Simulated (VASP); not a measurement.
# Mo (Pm-3m) in VASP: further runs

Mo is run at these levels: PBE; tasks: relaxation of cell and atoms.

Program: VASP 6.6.1. These are calculated values, not measurements. Logs are shortened: lines on timing, memory, paths and dates and some standing lists are left out, and cuts for length are marked.

## (1) The cell of the first run

The structure is cubic, space group Pm-3m (No. 221). The conventional cell has a = 2.580 Å, b = 2.580 Å, c = 2.580 Å, α = 90.00°, β = 90.00°, γ = 90.00°. Mo (site symmetry m-3m) has 6 Mo at 2.58 Å within 3.4 Å.

## (2) Relaxation of cell and atoms, PBE, target pressure 20 GPa, at which the enthalpy is minimised

INCAR reads:

```
ALGO = Normal ; EDIFF = 1E-7
EDIFFG = -0.03 ; ENCUT = 500
GGA = PE ; GGA_COMPAT = F
IBRION = 2 ; ISIF = 3
ISMEAR = -1 ; LASPH = T
LCHARG = F ; LREAL = F
LWAVE = F ; NELM = 120
NELMIN = 4 ; NSW = 50
PREC = Accurate ; PSTRESS = 200.0
SIGMA = 0.1
```

KPOINTS reads:

```
k-points
0
Gamma
  10 10 10
```

POSCAR reads:

```
Mo
1.0
    2.5800000000      0.0000000000      0.0000000000
    0.0000000000      2.5800000000      0.0000000000
    0.0000000000      0.0000000000      2.5800000000
Mo
1
Direct
    0.0000000000      0.0000000000      0.0000000000
```

Potentials or basis: VASP PAW PBE potentials, release 64 (Mo_sv).

Started as:

```
> cat potpaw_PBE.64/Mo_sv/POTCAR > POTCAR
> mpirun -np 1 vasp_std > vasp.out
```

OUTCAR:

```text
EDIFF = 1E-7
   EDIFFG = -0.03
   ENCUT = 500
   GGA = PE
   IBRION = 2
   ISIF = 3
   ISMEAR = -1
   LASPH = T
   LREAL = F
   NELM = 120
   NELMIN = 4
   NSW = 50
   PREC = Accurate
   PSTRESS = 200.0

 ion  position               nearest neighbor table
   1  0.000  0.000  0.000-

  LATTYP: Found a simple cubic cell.
 ALAT       =     2.5800000000

  Lattice vectors:

 A1 = (   2.5800000000,   0.0000000000,   0.0000000000)
 A2 = (   0.0000000000,   2.5800000000,   0.0000000000)
 A3 = (   0.0000000000,   0.0000000000,   2.5800000000)

Analysis of symmetry for initial positions (statically):
=====================================================================
 Subroutine PRICEL returns:
 Original cell was already a primitive cell.

 Routine SETGRP: Setting up the symmetry group for a
 simple cubic supercell.

 Subroutine GETGRP returns: Found 48 space group operations
 (whereof 48 operations were pure point group operations)
 out of a pool of 48 trial point group operations.

The static configuration has the point symmetry O_h .

Analysis of symmetry for dynamics (positions and initial velocities):
=====================================================================
 Subroutine PRICEL returns:
 Original cell was already a primitive cell.

 Routine SETGRP: Setting up the symmetry group for a
 simple cubic supercell.

 Subroutine GETGRP returns: Found 48 space group operations
 (whereof 48 operations were pure point group operations)
 out of a pool of 48 trial point group operations.

The dynamic configuration has the point symmetry O_h .

 Subroutine INISYM returns: Found 48 space group operations
 (whereof 48 operations are pure point group operations),
 and found     1 'primitive' translations

----------------------------------------------------------------------------------------

                                     Primitive cell

  volume of cell :      17.1735

  direct lattice vectors                    reciprocal lattice vectors
     2.580000000  0.000000000  0.000000000     0.387596899  0.000000000  0.000000000
     0.000000000  2.580000000  0.000000000     0.000000000  0.387596899  0.000000000
     0.000000000  0.000000000  2.580000000     0.000000000  0.000000000  0.387596899

  length of vectors
     2.580000000  2.580000000  2.580000000     0.387596899  0.387596899  0.387596899

  position of ions in fractional coordinates (direct lattice)
     0.000000000  0.000000000  0.000000000

  ion indices of the primitive-cell ions
   primitive index   ion index
                 1           1

----------------------------------------------------------------------------------------

 KPOINTS: k-points

Automatic generation of k-mesh.
 Grid dimensions read from file:
 generate k-points for:   10   10   10

 Generating k-lattice:

  Cartesian coordinates                     Fractional coordinates (reciprocal lattice)
     0.038759690  0.000000000  0.000000000     0.100000000  0.000000000  0.000000000
     0.000000000  0.038759690  0.000000000     0.000000000  0.100000000  0.000000000
     0.000000000  0.000000000  0.038759690     0.000000000  0.000000000  0.100000000

  Length of vectors
     0.038759690  0.038759690  0.038759690

  Shift w.r.t. Gamma in fractional coordinates (k-lattice)
     0.000000000  0.000000000  0.000000000

 Subroutine IBZKPT returns following result:
 ===========================================

 Found     56 irreducible k-points:

 Following reciprocal coordinates:
            Coordinates               Weight
  0.000000  0.000000  0.000000      1.000000
  0.100000  0.000000  0.000000      6.000000
  0.200000  0.000000  0.000000      6.000000
  0.300000  0.000000  0.000000      6.000000
  0.400000  0.000000  0.000000      6.000000
  0.500000  0.000000  0.000000      3.000000
[... 16 lines left out ...]
  0.200000  0.100000  0.100000     24.000000
  0.300000  0.100000  0.100000     24.000000
 [... further k-points ...]
   k-points           NKPTS =     56   k-points in BZ     NKDIM =     56   number of bands    NBANDS=     11
   number of dos      NEDOS =    301   number of ions     NIONS =      1
   total plane-waves  NPLWV =   8000
   dimension x,y,z NGX =    20 NGY =   20 NGZ =   20
   dimension x,y,z NGXF=    40 NGYF=   40 NGZF=   40
   ions per type =               1
   NGX,Y,Z   is equivalent  to a cutoff of  12.89, 12.89, 12.89 a.u.
   NGXF,Y,Z  is equivalent  to a cutoff of  25.77, 25.77, 25.77 a.u.
 SYSTEM =  unknown system
   PREC   = accura    normal or accurate (medium, high low for compatibility)
   ISTART =      0    job   : 0-new  1-cont  2-samecut
   ICHARG =      2    charge: 1-file 2-atom 10-const
   ISPIN  =      1    spin polarized calculation?
   LNONCOLLINEAR =      F non collinear calculations
   LSORBIT =      F    spin-orbit coupling
   LASPH  =      T    aspherical Exc in radial PAW
   ENCUT  =  500.0 eV  36.75 Ry    6.06 a.u.   4.70  4.70  4.70*2*pi/ulx,y,z
   NELM   =    120;   NELMIN=  4; NELMDL= -5     # of ELM steps
   EDIFF  = 0.1E-06   stopping-criterion for ELM
   LREAL  =      F    real-space projection
   EDIFFG = -.3E-01   stopping-criterion for IOM
   NSW    =     50    number of steps for IOM
   IBRION =      2    ionic relax: 0-MD 1-quasi-New 2-CG
   NFREE  =      1    steps in history (QN), initial steepest desc. (CG)
   ISIF   =      3    stress and relaxation
   ISYM   =      2    0-nonsym 1-usesym 2-fastsym
   POTIM  = 0.5000    time-step for ionic-motion
   TEBEG  =    0.0;   TEEND  =   0.0 temperature during run
   PSTRESS=  200.0 pullay stress
   NELECT =      14.0000    total number of electrons
   NUPDOWN=      -1.0000    fix difference up-down
   EMIN   =  10.00;   EMAX   =-10.00  energy-range for DOS
   EFERMI =   0.00;   METHOD = LEGACY
   ISMEAR =    -1;   SIGMA  =   0.10  broadening in eV -4-tet -1-fermi 0-gaus
   EFERMI_NEDOS =   21; number of points for ismear=-14 and -15
   IALGO  =     38    algorithm
   IMIX   =      4    mixing-type and parameters
     AMIX     =   0.40;   BMIX     =  1.00
     AMIX_MAG =   1.60;   BMIX_MAG =  1.00
  volume/ion in A,a.u.               =      17.17       115.89
  Fermi-wavevector in a.u.,A,eV,Ry     =   1.529318  2.889992 31.821491  2.338814
  Thomas-Fermi vector in A             =   2.636955
   LORBIT       =      0    0 simple, 1 ext, 2 COOP (PROOUT), +10 PAW based schemes
   GGA     = PE    functional components
   LHFCALC =     F    Hartree Fock is set to
   AEXX    =    0.0000 exact exchange contribution
   IVDW    =     0    specifies the selected vdW correction
   LEPSILON=     F    determine dielectric tensor
   LRPA    =     F    only Hartree local field effects (RPA)
 conjugate gradient relaxation of ions
 non-spin polarized calculation
  energy-cutoff  :      500.00
  volume of cell :       17.17
 maximum number of plane-waves:       461
 NGX is ok and might be reduce to    20
   NGX =  9   NGY =  9   NGZ =  9

--------------------------------------- Ionic step        1  -------------------------------------------

 number of electron      13.9999993 magnetization

 Free energy of the ion-electron system (eV)
  ---------------------------------------------------
  ext. energy  EPLUGINS =         0.00000000
  ---------------------------------------------------
  free energy    TOTEN  =        -9.79468860 eV

  energy without entropy =       -9.74953007  energy(sigma->0) =       -9.77210934

------------------------ aborting loop because EDIFF is reached ----------------------------------------

  FORCE on cell =-STRESS in cart. coord.  units (eV):
  Direction    XX          YY          ZZ          XY          YZ          ZX
  --------------------------------------------------------------------------------------
  -------------------------------------------------------------------------------------
  Total        0.6237935      0.6237935      0.6237935      0.0000000     -0.0000000      0.0000000
  in kB       58.1958867     58.1958867     58.1958867      0.0000000     -0.0000000      0.0000000
  external PRESSURE =    -141.8041133 kB  Pullay stress =     200.0000000 kB
[... 96 lines left out ...]
  enthalpy is  TOTEN    =        -7.6964353007 eV   P V=        2.0286024045

--------------------------------------- Ionic step        4  -------------------------------------------

 number of electron      14.0000005 magnetization

 Free energy of the ion-electron system (eV)
  ---------------------------------------------------
  ext. energy  EPLUGINS =         0.00000000
  ---------------------------------------------------
  free energy    TOTEN  =        -9.71864114 eV

  energy without entropy =       -9.67310792  energy(sigma->0) =       -9.69587453

 E-fermi :  11.9615     XC(G=0): -13.0383

 val. band max:       11.9531137049   @ k =   0.3000   0.2000   0.2000
 cond. band min:      12.0025607592   @ k =   0.4000   0.2000   0.1000
 fundamental gap:      0.0494470543
 Fermi energy:        11.9614635728

 k-point     1 :       0.0000    0.0000    0.0000
  band No.  band energies     occupation
      1     -49.2189      2.00000
      2     -22.2884      2.00000
      3     -22.2884      2.00000
      4     -22.2884      2.00000
      5       5.1726      2.00000
      6       7.3143      2.00000
      7       7.3143      2.00000
      8      16.2156      0.00000
      9      16.2156      0.00000
     10      16.2156      0.00000
     11      28.1051      0.00000
[... 309 lines left out ...]
 k-point    24 :       0.3000    0.1000    0.1000
  band No.  band energies     occupation
      1     -48.9973      2.00000
      2     -23.5008      2.00000
      3     -22.3507      2.00000
      4     -22.3347      2.00000
      5       7.7053      2.00000
      6       8.5529      2.00000
      7      10.3909      2.00000
      8      13.0290      0.00005
      9      13.8466      0.00000
     10      15.5849      0.00000
     11      23.2311      0.00000

 [... further k-points ...]
[... 5 lines left out ...]
  --------------------------------------------------------------------------------------
  -------------------------------------------------------------------------------------
  Total        2.0048580      2.0048580      2.0048580     -0.0000000      0.0000000      0.0000000
  in kB      198.3039554    198.3039554    198.3039554     -0.0000000      0.0000000      0.0000000
  external PRESSURE =      -1.6960446 kB  Pullay stress =     200.0000000 kB
[... 16 lines left out ...]
  FREE ENERGIE OF THE ION-ELECTRON SYSTEM (eV)
  ---------------------------------------------------
  free  energy   TOTEN  =        -9.7186411433 eV

  energy  without entropy=       -9.6731079216  energy(sigma->0) =       -9.69587453

  enthalpy is  TOTEN    =        -7.6966360778 eV   P V=        2.0220050655

 reached required accuracy - stopping structural energy minimisation
```

Run time: 12 s. Hardware: 1 thread of Intel Xeon 6975P-C (Granite Rapids), shared host; peak memory 0.13 GiB.

What came out:

```
Free energy                                            : -9.7186 eV
Relaxed volume                                         : 16.20 Å³/atom
Relaxed cell                                           : a = 2.530 Å, b = 2.530 Å, c = 2.530 Å, α = 90.00°, β = 90.00°, γ = 90.00°
Space group after relaxing (to 0.05 Å)                 : Pm-3m (No. 221)
Energy change on relaxing (the enthalpy is what falls) : +76.0 meV/atom
Ionic steps                                            : 4
Pressure after relaxing                                : 19.8 GPa
Band gap on the k mesh                                 : zero (band 7 reaches 13.45 eV, above the bottom of band 8 at 10.89 eV)
```

Step by step:
| step | energy change (eV) | largest force (eV/Å) | pressure (GPa) | volume (Å³) |
| --- | --- | --- | --- | --- |
| 1 | 0.0000 | 0.0000 | 5.82 | 17.17 |
| 2 | 0.8210 | 0.0000 | 82.51 | 13.67 |
| 3 | 0.0697 | 0.0000 | 18.96 | 16.25 |
| 4 | 0.0760 | 0.0000 | 19.83 | 16.20 |

Final structure:
```cif
data_structure
_symmetry_space_group_name_H-M 'P 1'
_symmetry_Int_Tables_number 1
_cell_length_a 2.5302
_cell_length_b 2.5302
_cell_length_c 2.5302
_cell_angle_alpha 90.000
_cell_angle_beta 90.000
_cell_angle_gamma 90.000
_cell_volume 16.20
loop_
_atom_site_label
_atom_site_type_symbol
_atom_site_fract_x
_atom_site_fract_y
_atom_site_fract_z
_atom_site_occupancy
Mo1 Mo 0.00000 0.00000 0.00000 1
```

Caveat: the cell is relaxed towards a set pressure, so the enthalpy falls and the energy may rise.

## (3) Relaxation of cell and atoms, PBE, target pressure 40 GPa, at which the enthalpy is minimised

INCAR reads:

```
PREC = Accurate
ENCUT = 500
EDIFF = 1E-7
ISMEAR = -1
SIGMA = 0.1
LREAL = False
LASPH = True
NELM = 120
ALGO = Normal
ISIF = 3
LWAVE = False
LCHARG = False
GGA = PE
IBRION = 2
NSW = 50
EDIFFG = -0.03
PSTRESS = 400.0
GGA_COMPAT = False
NELMIN = 4
```

KPOINTS reads:

```
regular mesh
0
Gamma
  10 10 10
```

POSCAR is that of step 2.

Potentials or basis: VASP PAW PBE potentials, release 64 (Mo_sv).

Started as:

```
> cat potpaw_PBE.64/Mo_sv/POTCAR > POTCAR
> mpirun -np 1 vasp_std > vasp.out
```

Wall time 14 s (1 thread of Intel Xeon 6975P-C (Granite Rapids), shared host); peak memory 0.14 GiB.

It converged, with:

```yaml
Free_energy: -9.5271 eV
Relaxed_volume: 15.15 Å³/atom
Relaxed_cell: a = 2.475 Å, b = 2.475 Å, c = 2.475 Å, α = 90.00°, β = 90.00°, γ = 90.00°
Space_group_after_relaxing_to_0.05_Å: Pm-3m (No. 221)
Energy_change_on_relaxing_the_enthalpy_is_what_falls: +267.6 meV/atom
Ionic_steps: 5
Pressure_after_relaxing: 40.0 GPa
Band_gap_on_the_k_mesh: zero (band 7 reaches 14.61 eV, above the bottom of band 8 at 12.00 eV)
```

Step by step:
```csv
step,energy change (eV),largest force (eV/Å),pressure (GPa),volume (Å³)
1,0.0000,0.0000,5.82,17.17
2,6.1307,0.0000,411.20,9.58
3,0.1836,0.0000,32.00,15.53
4,0.2335,0.0000,36.88,15.30
5,0.2676,0.0000,40.00,15.15
```

Final structure:
```xyz
1
Lattice="2.4746 0.0000 0.0000 0.0000 2.4746 0.0000 0.0000 0.0000 2.4746" Properties=species:S:1:pos:R:3 pbc="T T T"
Mo    0.0000    0.0000    0.0000
```

Levels at points of the mesh, in eV from the Fermi level:
| k point | band 3 | band 4 | band 5 | band 6 | band 7 | band 8 | band 9 | band 10 | band 11 |
| --- | --- | --- | --- | --- | --- | --- | --- | --- | --- |
| (0.00, 0.00, 0.00) | -34.12 | -34.12 | -6.98 | -5.05 | -5.05 | 4.66 | 4.66 | 4.66 | 16.76 |
| (0.50, 0.00, 0.00) | -33.90 | -33.90 | -3.96 | -3.76 | 0.20 | 0.63 | 0.63 | 5.08 | 10.99 |
| (0.50, 0.50, 0.00) | -36.02 | -33.70 | -6.57 | -2.54 | 1.47 | 1.47 | 6.65 | 6.65 | 7.43 |
| (0.50, 0.50, 0.50) | -35.71 | -35.71 | -4.67 | -4.67 | -4.67 | 7.29 | 7.72 | 7.72 | 15.05 |

Caveat: the cell is relaxed towards a set pressure, so the enthalpy falls and the energy may rise.

[end of part 1 of 2]
